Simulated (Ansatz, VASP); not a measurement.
## One calculation of Ti3Al3Cu2, two programs

```
Ti Al Cu
1.0
     7.52625    0.00000    0.00000
    -3.76313    6.51793    0.00000
     0.00000    0.00000    4.96822
Ti Al Cu
6 6 4
Direct
  0.21696 0.21696 0.75000
  0.00000 0.78304 0.75000
  0.78304 0.00000 0.75000
  0.78304 0.78304 0.25000
  0.00000 0.21696 0.25000
  0.21696 0.00000 0.25000
  0.41325 0.00000 0.75000
  0.00000 0.41325 0.75000
  0.58675 0.58675 0.75000
  0.00000 0.58675 0.25000
  0.58675 0.00000 0.25000
  0.41325 0.41325 0.25000
  0.66667 0.33333 0.50000
  0.66667 0.33333 0.00000
  0.33333 0.66667 0.00000
  0.33333 0.66667 0.50000
```

Alike in both runs: task single point; functional PBE; k mesh 3 × 3 × 4; occupations gaussian, width 0.1 eV; collinear spin.

|  | VASP | Ansatz |
| --- | --- | --- |
| version | VASP 6.6.1 | Ansatz 0.2.0 |
| potentials or method | VASP PAW PBE potentials, release 64 (Ti_sv, Al, Cu), cutoff 520 eV | scalar-relativistic, plane waves, PAW |
| valence electrons in the cell | 134 | 166 |

|  | VASP | Ansatz | Ansatz less VASP |
| --- | --- | --- | --- |
| gap on the k mesh at the Fermi level (eV) | none | none | - |
| pressure (GPa) | 0.2 | 0.1 | -0.15 |
| traceless stress, the component that is largest in VASP (GPa) | 0.22 | 0.29 | +0.070 |
| rms of the force components (eV/Å) | 0.010 | 0.008 | -0.0026 |
| net moment per atom (μB) | 0.13 | 0.13 | -0.001 |
| size of the moment on the site where the two differ most (μB) | 0.25 | 0.25 | -0.008 |

Site moments also hang on the region over which each program counts them. Atom by atom the forces differ by 0.007 eV/Å (rms over components). A gap of «none» marks a metal or a gap that the smearing closes. VASP's potentials hold 134 valence electrons a cell and Ansatz's 166, so a difference there can come from the potentials and not from the codes.
